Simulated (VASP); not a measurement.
Write the native input for VASP 6.6.1 that does the following.

| Quantity | Value |
| --- | --- |
| Task | single point |
| Functional | PBE |
| Potentials or basis | VASP PAW PBE potentials, release 64 (Cu, O) |
| Cutoff | 520 eV |
| k mesh | 7 × 7 × 7 |
| Occupations | gaussian, width 0.05 eV |
| Spin | collinear spin, ferromagnetic start |
| Starting moments | [0.6, 0.0] μB |
| Hubbard terms | Cu d U = 6.0 eV |
| Dipole correction | no |
| Further INCAR settings | ALGO = Normal; EDIFF = 1e-06; NBANDS = 20 |

The structure of CuO lies in POSCAR:

```
CuO
1.0
    2.5525506100      0.0000000000      0.0000000000
    0.0000000000      2.5525506100      0.0000000000
    0.0000000000      0.0000000000      2.5525506100
Cu O
1 1
Direct
    0.0000000000      0.0000000000      0.0000000000
    0.5000000000      0.5000000000      0.5000000000
```

The input as run:

INCAR

```
SYSTEM = CuO
  PREC = Accurate
  ENCUT = 520
  EDIFF = 1E-6
  ISMEAR = 0
  SIGMA = 0.05
  LREAL = .FALSE.
  LASPH = .TRUE.
  NELM = 150
  ALGO = Normal
  ISIF = 2
  LWAVE = .FALSE.
  LCHARG = .FALSE.
  ISPIN = 2
  MAGMOM = 0.6 0
  LORBIT = 11
  LMAXMIX = 4
  LDAU = .TRUE.
  LDAUTYPE = 2
  LDAUL = 2 -1
  LDAUU = 6 0
  LDAUJ = 0 0
  LDAUPRINT = 1
  GGA = PE
  NBANDS = 20
```

KPOINTS

```
regular mesh
0
G
  7 7 7
  0 0 0
```

Potentials or basis: VASP PAW PBE potentials, release 64 (Cu, O).

The run is started by

```console
$ cat potpaw_PBE.64/Cu/POTCAR potpaw_PBE.64/O/POTCAR > POTCAR
$ mpirun -np 1 vasp_std > vasp.out
```

Results of the run:

* Pressure: 16.5 GPa
* Band gap on the k mesh: zero (filled and empty bands overlap)
* Net moment: 1.00 μB per cell
* Site moments: Cu +0.36; O +0.59 μB
* Valence electrons inside the program's atomic spheres: Cu 10.00; O 4.89

Caveat: a cell with one magnetic atom can't hold antiferromagnetic order, which such compounds often take.

Run time: 8.2 s on 1 thread of Intel(R) Xeon(R) 6975P-C (Granite Rapids), on a shared host, peak memory 0.13 GiB.
